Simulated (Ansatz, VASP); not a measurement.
# One calculation of TiB2, two programs

```
Ti B
1.0
     3.02920    0.00000    0.00000
    -1.51460    2.62336    0.00000
     0.00000    0.00000    3.22840
Ti B
1 2
Direct
  0.00000 0.00000 0.00000
  0.33333 0.66667 0.50000
  0.66667 0.33333 0.50000
```

Alike in both runs: task single point; functional PBE; k mesh 8 × 8 × 7; occupations fermi-dirac, width 0.1 eV; no spin polarisation.

```csv
,VASP,Ansatz
version,VASP 6.6.1,Ansatz 0.2.0
potentials or method,"VASP PAW PBE potentials, release 64 (Ti_sv, B)","plane waves, PAW"
plane-wave cutoff (eV),520,420
valence electrons in the cell,18,18
```

Ansatz gave:

```
pressure (GPa)                                                : 0.2
traceless stress, the component that is largest in VASP (GPa) : -1.13
```

**Question.** What did VASP give for the same quantities?

**Answer.** Pressure (GPa): 0.4; traceless stress, the component that is largest in VASP (GPa): -1.11.
